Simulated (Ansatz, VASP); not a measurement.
Two plane-wave programs on Y

POSCAR

```
Y
1.0
    3.1770125063      0.0000000000      0.0000000000
    0.0000000000      3.1770125063      0.0000000000
    0.0000000000      0.0000000000      3.1770125063
Y
1
Direct
    0.0000000000      0.0000000000      0.0000000000
```

File INCAR.step1:

```
PREC = Accurate
ENCUT = 550
ISMEAR = -1
SIGMA = 0.1
LREAL = F
LASPH = T
NELM = 120
NBANDS = 12
GGA = PE
ALGO = Normal
EDIFF = 1E-5
LWAVE = T
LCHARG = F
GGA_COMPAT = F
```

The input INCAR.step2:

```
PREC = Accurate
ENCUT = 550
EDIFF = 1E-6
ISMEAR = -1
SIGMA = 0.1
LREAL = F
LASPH = T
NELM = 120
ALGO = Normal
ISIF = 2
LWAVE = F
LCHARG = F
METAGGA = R2SCAN
LMIXTAU = T
NBANDS = 12
ISTART = 1
GGA_COMPAT = F
```

Contents of KPOINTS:

```
regular mesh
0
Gamma
  11 11 11
```

Input for Ansatz:

```yaml
crystal:
  lattice:
    - [3.1770125063, 0.0, 0.0]
    - [0.0, 3.1770125063, 0.0]
    - [0.0, 0.0, 3.1770125063]
  atoms:
    - { symbol: "Y", position: [0.0, 0.0, 0.0] }
hamiltonian:
  xc: r2scan
  pseudopotentials:
    kind: paw
    azcp:
      "Y": "pseudopotentials/Y.paw.azcp"
basis:
  ecutwfc: 500
  fft_grid_basis: typed
kpoints:
  mp_grid: { grid: [11, 11, 11], shift: [0, 0, 0] }
magnetization:
  spin_polarized: false
scf:
  occupations: { method: fermi_dirac, width: 0.1 }
  lower_state_search: "off"
output:
  stress: true
```

Alike in both runs: task single point; functional r2SCAN; k mesh 11 × 11 × 11; occupations fermi-dirac, width 0.1 eV; no spin polarisation.

```csv
,VASP,Ansatz
version,VASP 6.6.1,Ansatz 0.2.0
potentials or method,"VASP PAW PBE potentials, release 64 (Y_sv), cutoff 550 eV","plane waves (500 eV) with PAW, scalar-relativistic"
valence electrons in the cell,11,11
```

|  | VASP | Ansatz | Ansatz less VASP |
| --- | --- | --- | --- |
| pressure (GPa) | 2.4 | 2.4 | -0.06 |

VASP's potentials were made for PBE, not for r2SCAN. The functional is the same, so the differences come from potentials, cutoffs and numerics.
